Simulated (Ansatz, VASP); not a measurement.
# Two plane-wave programs on AlN

```xyz
2
Lattice="0.0000 2.0189 2.0189 2.0189 0.0000 2.0189 2.0189 2.0189 0.0000" Properties=species:S:1:pos:R:3 pbc="T T T"
Al    0.0000    0.0000    0.0000
N     2.0189    2.0189    2.0189
```

Alike in both runs: functional r2SCAN; k mesh 10 × 10 × 10; occupations gaussian, width 0.02 eV; no spin polarisation.

Ansatz relaxed the structure, and its values are those at the end. VASP's run is a single point on that final structure, the one shown.

```csv
,VASP,Ansatz
version,VASP 6.6.1,Ansatz 0.2.0
potentials or method,"VASP PAW PBE potentials, release 64 (Al, N), cutoff 520 eV","scalar-relativistic, plane waves, PAW"
valence electrons in the cell,8,8
```

|  | VASP | Ansatz | Ansatz less VASP |
| --- | --- | --- | --- |
| gap on the k mesh at the Fermi level (eV) | 5.53 | 5.52 | -0.005 |
| least direct gap on the mesh (eV) | 6.58 | 6.53 | -0.049 |
| pressure (GPa) | -0.8 | 0.0 | +0.81 |

VASP's potentials were made for PBE, not for r2SCAN.
